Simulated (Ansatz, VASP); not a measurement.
Rb: VASP beside Ansatz

INCAR

```
PREC     = Accurate       # precision mode
ENCUT    = 520            # plane-wave cutoff, eV
EDIFF    = 1E-6           # SCF threshold, eV
ISMEAR   = 0              # smearing method
SIGMA    = 0.05           # smearing width, eV
LREAL    = False          # projectors in reciprocal space
LASPH    = True           # aspherical terms in the spheres
NELM     = 80             # most SCF steps
ALGO     = Normal         # electronic algorithm
ISIF     = 2              # what is computed and relaxed
LWAVE    = False          # write WAVECAR
LCHARG   = False          # write CHGCAR
GGA      = PE             # functional
NBANDS   = 10             # bands
```

File KPOINTS:

```
regular mesh
0
Gamma
  6 6 6
```

POSCAR

```
Rb
1.0
   -2.7950000000      2.7950000000      2.7950000000
    2.7950000000     -2.7950000000      2.7950000000
    2.7950000000      2.7950000000     -2.7950000000
Rb
1
Direct
    0.0000000000      0.0000000000      0.0000000000
```

Input for Ansatz:

```yaml
crystal:
  lattice:
    - [-2.795, 2.795, 2.795]
    - [2.795, -2.795, 2.795]
    - [2.795, 2.795, -2.795]
  atoms:
    - { symbol: Rb, position: [0.0, 0.0, 0.0] }
basis:
  ecutwfc: 420
  ecutrho_ratio: 4
kpoints:
  mp_grid: { grid: [6, 6, 6] }
hamiltonian:
  xc: pbe
scf:
  occupations: { method: gaussian, width: 0.05 }
output:
  forces: true
  stress: true
  eigenvalues: true
```

Alike in both runs: task single point; functional PBE; k mesh 6 × 6 × 6; occupations gaussian, width 0.05 eV; no spin polarisation.

|  | VASP | Ansatz |
| --- | --- | --- |
| version | VASP 6.6.1 | Ansatz 0.2.0 |
| potentials or method | VASP PAW PBE potentials, release 64 (Rb_sv), cutoff 520 eV | scalar-relativistic, plane waves, PAW |
| valence electrons in the cell | 9 | 9 |

```tsv
	VASP	Ansatz	Ansatz less VASP
pressure (GPa)	0.1	0.1	0.00
```

With one functional, cell and mesh, what is left measures potentials, basis and numerics.
